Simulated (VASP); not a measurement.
Set up this calculation in VASP 6.6.1, as the native input.

```yaml
Task: single point
Functional: BLYP
Potentials_or_basis: VASP PAW PBE potentials, release 64 (Nb_sv)
Cutoff: 520 eV
k_mesh: 22 × 22 × 22
Occupations: fermi-dirac, width 0.1 eV
Spin: no spin polarisation
Dipole_correction: no
Further_INCAR_settings: ALGO = Normal; EDIFF = 1e-06; NBANDS = 12
```

The structure of Nb lies in POSCAR:

```
Nb
1.0
   -1.7402864761      1.7402864761      1.7402864761
    1.7402864761     -1.7402864761      1.7402864761
    1.7402864761      1.7402864761     -1.7402864761
Nb
1
Direct
    0.0000000000      0.0000000000      0.0000000000
```

This cell differs from its parent crystal: volume scaled by 1.12.

The input as run:

INCAR

```
PREC = Accurate
ENCUT = 520
EDIFF = 1E-6
ISMEAR = -1
SIGMA = 0.1
LREAL = False
LASPH = True
NELM = 80
ALGO = Normal
ISIF = 2
LWAVE = False
LCHARG = False
GGA = B5
ALDAX = 1.0
AGGAX = 1.0
AGGAC = 1.0
ALDAC = 0.0
NBANDS = 12
```

KPOINTS

```
Automatic mesh
0
Gamma
  22 22 22
```

Potentials or basis: VASP PAW PBE potentials, release 64 (Nb_sv).

Launch:

```sh
$ cat potpaw_PBE.64/Nb_sv/POTCAR > POTCAR
$ mpirun -np 1 vasp_std > vasp.out
```

It gave:

```yaml
Pressure: -14.0 GPa
```

Caveat: the PAW data sets were made with another functional, which shifts forces and pressure a little.

Wall time 24 s on 1 thread of Intel(R) Xeon(R) 6975P-C (Granite Rapids), on a shared host, peak memory 0.2 GiB.
